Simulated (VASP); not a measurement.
# Si24W11 (a cell with a defect) in VASP: single point with PBE

Aim: the single point of Si24W11 (a cell with a defect) with PBE.

Everything below comes from runs of VASP 6.6.1. Logs are shortened: lines on timing, memory, paths and dates and some standing lists are left out, and cuts for length are marked.

## 1. The cell of the first run

The cell holds a defect, 35 atoms: a = 9.097 Å, b = 9.097 Å, c = 13.646 Å, α = 138.42°, β = 138.42°, γ = 60.26°.

## 2. Single point, PBE

Contents of INCAR:

```
ALGO     = Normal         # electronic algorithm
EDIFF    = 1E-6           # SCF threshold, eV
ENCUT    = 520            # plane-wave cutoff, eV
GGA      = PE             # functional
ISIF     = 2              # what is computed and relaxed
ISMEAR   = 1              # smearing method
LASPH    = True           # aspherical terms in the spheres
LCHARG   = False          # write CHGCAR
LREAL    = Auto         
LWAVE    = False          # write WAVECAR
NBANDS   = 148            # bands
NELM     = 80             # most SCF steps
PREC     = Accurate       # precision mode
SIGMA    = 0.1            # smearing width, eV
```

Contents of KPOINTS:

```
k-points
0
Gamma
  3 3 2
```

Contents of POSCAR:

```
Si24W11
1.0
   -3.2292007300      3.2292007300      7.8679106400
    3.2292007300     -3.2292007300      7.8679106400
    4.8438010900      4.8438010900    -11.8018659700
Si W
24 11
Direct
    0.1612246063      0.1874557103      0.0065358794
    0.3258196703      0.3468439131      0.0062518050
    0.1810974744      0.1850009171      0.3483119907
    0.3378754189      0.3458893215      0.3473979358
    0.1863987572      0.1692542671      0.6787933565
    0.3587088867      0.3376366444      0.6794225111
    0.1621329021      0.6744949812      0.0000408770
    0.3310714157      0.8464983399      0.0050933140
    0.1706410923      0.6717105938      0.3364754187
    0.2767916154      0.7847659215      0.2771195545
    0.1803241122      0.6757282799      0.6722149484
    0.3357522275      0.8303814356      0.6713194740
    0.6654954424      0.1749302430      0.0038326305
    0.8205102443      0.3384127749     -0.0135679601
    0.6642072875      0.1730323397      0.3317814811
    0.8377133914      0.3400433379      0.3366536878
    0.6227208744      0.0456807162      0.5886398816
    0.8521245171      0.3175383627      0.6492624163
    0.6701148895      0.7052638348      0.0259432618
    0.8332641623      0.8410925701      0.0102835560
    0.6694642468      0.6662566420      0.3351514585
    0.8417736789      0.8452400165      0.3422307129
    0.6752117119      0.6647767768      0.6767512619
    0.8492113685      0.8265995812      0.6778699082
   -0.0029479594      0.0092031899      0.0041076212
    0.0126409624      0.0208454694      0.3507846355
   -0.0026770434      0.0138934657      0.6744559571
   -0.2881451613      0.4237810063     -0.2166027218
   -0.0017134497      0.5098112705      0.3339839869
    0.0122677015      0.5010363263      0.6686498764
    0.4988821465      0.0167228972      0.0081576430
    0.5023393855      0.0087991466      0.3362519372
    0.5014015940     -0.0101688032      0.6704337027
    0.5036150652      0.5166512631      0.0130850749
    0.4999555312      0.5044498322      0.3365311601
```

Potentials or basis: VASP PAW PBE potentials, release 64 (Si, W_sv).

On the command line:

```bash
cat potpaw_PBE.64/Si/POTCAR potpaw_PBE.64/W_sv/POTCAR > POTCAR
mpirun -np 1 vasp_std > vasp.out
```

OUTCAR:

```text
EDIFF = 1E-6
   ENCUT = 520
   GGA = PE
   ISIF = 2
   ISMEAR = 1
   LASPH = True
   LREAL = Auto
   NELM = 80
   PREC = Accurate

 ion  position               nearest neighbor table
   1  0.161  0.187  0.007-   2 2.55  14 2.58  35 2.59  27 2.60  31 2.66  25 2.67  24 2.67   8 2.68
                             4 2.72   9 3.13
   2  0.326  0.347  0.006-   1 2.55  35 2.60  27 2.61  31 2.62  21 2.62   7 2.63   5 2.63  34 2.65
                            13 2.70  10 2.90
   3  0.181  0.185  0.348-   4 2.51  32 2.61   6 2.62  16 2.64  26 2.65  29 2.65  25 2.66  20 2.73
                            10 2.79
   4  0.338  0.346  0.347-   3 2.51  23 2.59  32 2.60  29 2.61   9 2.64  35 2.65  15 2.67  25 2.68
                             1 2.72  12 3.14
   5  0.186  0.169  0.679-  18 2.48  33 2.54  26 2.62  34 2.63   2 2.63  12 2.63  22 2.64  27 2.66
                             6 2.67  30 2.68  13 3.10
   6  0.359  0.338  0.679-   3 2.62  26 2.62  28 2.64   5 2.67  30 2.67  34 2.68  19 2.70  33 2.70
                            11 2.71  17 2.75  14 2.98
   7  0.162  0.674  0.000-  10 2.42  25 2.62  34 2.62   8 2.62   2 2.63  30 2.65  18 2.65  20 2.66
                            32 2.66  23 3.11
   8  0.331  0.846  0.005-  19 2.56  15 2.61  32 2.61   7 2.62  31 2.62  30 2.63  25 2.63  34 2.65
                            11 2.68   1 2.68  24 3.08
   9  0.171  0.672  0.336-  10 2.46  33 2.57  29 2.60  35 2.60  22 2.63   4 2.64  26 2.67  12 2.69
[... 39 lines left out ...]
  29  0.998  0.510  0.334-   9 2.60  22 2.60  12 2.60  21 2.61   4 2.61  16 2.63  11 2.64  13 2.64
                             3 2.65  14 2.74  34 3.17  25 3.21  27 3.28
  30  0.012  0.501  0.669-  18 2.48  24 2.52  16 2.61   8 2.63   7 2.65  11 2.65  15 2.67   6 2.67
                             5 2.68  23 2.71  26 3.09  34 3.21  35 3.28  25 3.32
  31  0.499  0.017  0.008-  15 2.56  19 2.57  13 2.61  11 2.61  12 2.61  16 2.62   2 2.62   8 2.62
                            20 2.63   1 2.66  35 3.16  27 3.23  26 3.31
  32  0.502  0.009  0.336-  17 2.48   4 2.60   8 2.61   3 2.61  18 2.62  15 2.62  22 2.65   7 2.66
                            21 2.70  10 2.87  34 3.16  27 3.22  28 3.22  25 3.24
  33  0.501  0.990  0.670-  17 2.44   5 2.54   9 2.57  12 2.57  13 2.58  23 2.61  14 2.65   6 2.70
                            24 2.70  10 2.98  25 3.16  35 3.18  26 3.23  34 3.36
  34  0.504  0.517  0.013-  21 2.57   7 2.62   5 2.63  22 2.63  13 2.65  19 2.65   8 2.65   2 2.65
                            14 2.67   6 2.68  32 3.16  29 3.17  30 3.21  33 3.36
  35  0.500  0.504  0.337-  15 2.59   1 2.59   9 2.60  10 2.60   2 2.60  21 2.62   4 2.65  24 2.66
                            16 2.67  23 2.71  31 3.16  33 3.18  30 3.28

  Warning from LATTYP: Got some problem with cell dimensions!
  Tried to take original basis but could not verify dimensions!
  LATTYP: Found a base centered monoclinic cell.
 ALAT       =    15.7358212800
 B/A-ratio  =     0.5804310289
 C/A-ratio  =     0.5020023408
 COS(beta)  =    -0.4980056447

  Lattice vectors:

 A1 = (   3.2292007300,  -3.2292007300,  -7.8679106400)
 A2 = (  -3.2292007300,   3.2292007300,  -7.8679106400)
 A3 = (   4.8438010900,   4.8438010900,   3.9339553100)

Analysis of symmetry for initial positions (statically):
=====================================================================
 Subroutine PRICEL returns:
 Original cell was already a primitive cell.

 Routine SETGRP: Setting up the symmetry group for a
 base centered monoclinic supercell.

 Subroutine GETGRP returns: Found  1 space group operations
 (whereof  1 operations were pure point group operations)
 out of a pool of  4 trial point group operations.

The static configuration has the point symmetry C_1 .

Analysis of symmetry for dynamics (positions and initial velocities):
=====================================================================
 Subroutine PRICEL returns:
 Original cell was already a primitive cell.

 Routine SETGRP: Setting up the symmetry group for a
 base centered monoclinic supercell.

 Subroutine GETGRP returns: Found  1 space group operations
 (whereof  1 operations were pure point group operations)
 out of a pool of  4 trial point group operations.

The dynamic configuration has the point symmetry C_1 .

 Subroutine INISYM returns: Found  1 space group operations
 (whereof  1 operations are pure point group operations),
 and found     1 'primitive' translations

[... 117 lines left out ...]
|           W    W  A    A  R    R  N    N  II  N    N   GGGG   !!!           |
|                                                                             |
|     Your reciprocal lattice and k-lattice belong to different lattice       |
|     classes:                                                                |
|                                                                             |
|        The reciprocal lattice is base-centered monoclinic,                  |
|        whereas your k-lattice is body-centered tetragonal.                  |
|                                                                             |
|     Results are often still useful ...                                      |
|                                                                             |
 -----------------------------------------------------------------------------

 Subroutine IBZKPT returns following result:
 ===========================================

 Found     10 irreducible k-points:

 Following reciprocal coordinates:
            Coordinates               Weight
  0.000000  0.000000  0.000000      1.000000
  0.333333 -0.000000  0.000000      2.000000
  0.000000 -0.333333  0.000000      2.000000
  0.333333  0.333333  0.000000      2.000000
 -0.333333  0.333333  0.000000      2.000000
  0.000000  0.000000  0.500000      1.000000
  0.333333 -0.000000  0.500000      2.000000
  0.000000 -0.333333  0.500000      2.000000
  0.333333  0.333333  0.500000      2.000000
 -0.333333  0.333333  0.500000      2.000000
   k-points           NKPTS =     10   k-points in BZ     NKDIM =     10   number of bands    NBANDS=    148
   number of dos      NEDOS =    301   number of ions     NIONS =     35
   total plane-waves  NPLWV = 529200
   dimension x,y,z NGX =    70 NGY =   70 NGZ =  108
   dimension x,y,z NGXF=   140 NGYF=  140 NGZF=  216
   ions per type =              24  11
   NGX,Y,Z   is equivalent  to a cutoff of  12.79, 12.79, 13.16 a.u.
   NGXF,Y,Z  is equivalent  to a cutoff of  25.58, 25.58, 26.32 a.u.
 SYSTEM =  unknown system
   PREC   = accura    normal or accurate (medium, high low for compatibility)
   ISTART =      0    job   : 0-new  1-cont  2-samecut
   ICHARG =      2    charge: 1-file 2-atom 10-const
   ISPIN  =      1    spin polarized calculation?
   LNONCOLLINEAR =      F non collinear calculations
   LSORBIT =      F    spin-orbit coupling
   LASPH  =      T    aspherical Exc in radial PAW
   ENCUT  =  520.0 eV  38.22 Ry    6.18 a.u.  16.91 16.91 25.37*2*pi/ulx,y,z
   NELM   =     80;   NELMIN=  2; NELMDL= -5     # of ELM steps
   EDIFF  = 0.1E-05   stopping-criterion for ELM
   LREAL  =      T    real-space projection
   EDIFFG = 0.1E-04   stopping-criterion for IOM
   NSW    =      0    number of steps for IOM
   IBRION =     -1    ionic relax: 0-MD 1-quasi-New 2-CG
   NFREE  =      0    steps in history (QN), initial steepest desc. (CG)
   ISIF   =      2    stress and relaxation
   ISYM   =      2    0-nonsym 1-usesym 2-fastsym
   POTIM  = 0.5000    time-step for ionic-motion
   TEBEG  =    0.0;   TEEND  =   0.0 temperature during run
   PSTRESS=    0.0 pullay stress
   NELECT =     250.0000    total number of electrons
   NUPDOWN=      -1.0000    fix difference up-down
   EMIN   =  10.00;   EMAX   =-10.00  energy-range for DOS
   EFERMI =   0.00;   METHOD = LEGACY
   ISMEAR =     1;   SIGMA  =   0.10  broadening in eV -4-tet -1-fermi 0-gaus
   EFERMI_NEDOS =   21; number of points for ismear=-14 and -15
   IALGO  =     38    algorithm
   IMIX   =      4    mixing-type and parameters
     AMIX     =   0.40;   BMIX     =  1.00
     AMIX_MAG =   1.60;   BMIX_MAG =  1.00
  volume/ion in A,a.u.               =      14.06        94.91
  Fermi-wavevector in a.u.,A,eV,Ry     =   1.306135  2.468236 23.211368  1.705987
  Thomas-Fermi vector in A             =   2.436957
   LORBIT       =      0    0 simple, 1 ext, 2 COOP (PROOUT), +10 PAW based schemes
   GGA     = PE    functional components
   LHFCALC =     F    Hartree Fock is set to
   AEXX    =    0.0000 exact exchange contribution
   IVDW    =     0    specifies the selected vdW correction
   LEPSILON=     F    determine dielectric tensor
   LRPA    =     F    only Hartree local field effects (RPA)
 non-spin polarized calculation
 Methfessel and Paxton  Order N= 1 SIGMA  =   0.10
  energy-cutoff  :      520.00
  volume of cell :      492.27
 maximum number of plane-waves:     13271
 NGX is ok and might be reduce to    70
   NGX = 33   NGY = 33   NGZ = 51

 number of electron     250.0000004 magnetization

 Free energy of the ion-electron system (eV)
  ---------------------------------------------------
  ext. energy  EPLUGINS =         0.00000000
  ---------------------------------------------------
  free energy    TOTEN  =      -275.55738363 eV

  energy without entropy =     -275.54965574  energy(sigma->0) =     -275.55480767

 E-fermi :  11.2659     XC(G=0): -12.2276

 val. band max:       11.2344802856   @ k =   0.3333  -0.0000   0.5000
 cond. band min:      11.2858563291   @ k =  -0.3333   0.3333   0.0000
 fundamental gap:      0.0513760435
 Fermi energy:        11.2659396843

 k-point     1 :       0.0000    0.0000    0.0000
  band No.  band energies     occupation
      1     -62.7463      2.00000
      2     -62.7145      2.00000
      3     -62.6849      2.00000
      4     -62.6816      2.00000
      5     -62.6664      2.00000
      6     -62.6481      2.00000
[... 1389 lines left out ...]
    136      12.8257     -0.00000
    137      12.8886     -0.00000
 [bands above 137 left out]

------------------------ aborting loop because EDIFF is reached ----------------------------------------

  FORCE on cell =-STRESS in cart. coord.  units (eV):
  Direction    XX          YY          ZZ          XY          YZ          ZX
  --------------------------------------------------------------------------------------
  -------------------------------------------------------------------------------------
  Total       10.6605160      3.6486882      9.4366720      0.9092775      0.1799399      0.9264165
  in kB       34.6966909     11.8753543     30.7134563      2.9594179      0.5856488      3.0151999
  external PRESSURE =      25.7618338 kB  Pullay stress =       0.0000000 kB

 VOLUME and BASIS-vectors are now :
 -----------------------------------------------------------------------------
  energy-cutoff  :      520.00
  volume of cell :      492.27
      direct lattice vectors                 reciprocal lattice vectors
    -3.229200730  3.229200730  7.867910640     0.000000000  0.154837077  0.063549273
     3.229200730 -3.229200730  7.867910640     0.154837077  0.000000000  0.063549273
     4.843801090  4.843801090-11.801865970     0.103224718  0.103224718  0.000000000

 POSITION                                       TOTAL-FORCE (eV/Angst)
 -----------------------------------------------------------------------------------
      0.11636     -0.05305      2.66625         0.006910      0.009551     -0.000853
      0.09817     -0.03761      5.21867        -0.001438     -0.003947     -0.004935
      1.69976      1.67455     -1.23030         0.022848      0.028483      0.019821
      1.70861      1.65685      1.27986         0.008294      0.000088     -0.008469
      3.23258      3.34330     -5.21278        -0.005103      0.005062     -0.009158
      3.22294      3.35903     -2.53967        -0.001109     -0.035643     -0.035208
[... 27 lines left out ...]
      0.10548      0.02129      7.87294         0.005117      0.000161     -0.000813
      1.64460      1.61558      3.93088         0.000825     -0.009426      0.001317
 -----------------------------------------------------------------------------------
    total drift:                               -0.003148     -0.000537     -0.004109

  FREE ENERGIE OF THE ION-ELECTRON SYSTEM (eV)
  ---------------------------------------------------
  free  energy   TOTEN  =      -275.5573836331 eV

  energy  without entropy=     -275.5496557411  energy(sigma->0) =     -275.55480767
```

Wall time 71 min (1 thread of Intel Xeon Platinum 8124M at 3.00GHz (Skylake/Cascade Lake), shared host); peak memory 1.3 GiB.

What came out:

* Free energy: -275.5574 eV
* Pressure: 2.6 GPa
* Largest force: 0.068 eV/Å
* Band gap on the k mesh: zero (bands 125 and 126 overlap by 0.27 eV)

Forces in eV/Å, atoms in the order of the input:
```
Si   0.007  0.010 -0.001
Si  -0.001 -0.004 -0.005
Si   0.023  0.028  0.020
Si   0.008  0.000 -0.008
Si  -0.005  0.005 -0.009
Si  -0.001 -0.036 -0.035
Si   0.018  0.010  0.004
Si   0.013  0.003  0.010
Si   0.000 -0.011 -0.006
Si   0.005 -0.019  0.001
Si   0.003 -0.005  0.006
Si   0.003  0.001 -0.001
Si   0.003  0.011 -0.006
Si  -0.001 -0.007  0.020
Si  -0.007 -0.001 -0.011
Si  -0.008 -0.011  0.001
Si  -0.049  0.042 -0.020
Si   0.004  0.017  0.007
Si  -0.003 -0.004  0.009
Si  -0.008  0.008 -0.014
Si  -0.002 -0.003 -0.001
Si  -0.001 -0.006  0.009
Si   0.006 -0.010  0.000
Si   0.017  0.003  0.000
W   -0.017 -0.002 -0.001
W   -0.005  0.004  0.002
W    0.007 -0.007  0.000
W    0.012 -0.007  0.024
W    0.002  0.013 -0.008
W   -0.013 -0.003  0.010
W   -0.010  0.006 -0.007
W   -0.018 -0.019 -0.001
W    0.014  0.002  0.011
W    0.005  0.000 -0.001
W    0.001 -0.009  0.001
```

Stress tensor (GPa, compression positive):
```
3.47 0.30 0.30
0.30 1.19 0.06
0.30 0.06 3.07
```

Levels at points of the mesh, in eV from the Fermi level:
| k point | band 123 | band 124 | band 125 | band 126 | band 127 | band 128 |
| --- | --- | --- | --- | --- | --- | --- |
| (0.00, 0.00, 0.00) | -0.51 | -0.31 | -0.06 | 0.15 | 0.38 | 0.51 |
| (0.00, 0.00, 0.50) | -0.77 | -0.51 | -0.32 | -0.25 | 0.08 | 0.60 |

Caveat: spin-orbit coupling is left out, which moves the levels of the heavy elements.

The gap in the log of VASP goes by the Fermi energy; the results here count the filled bands.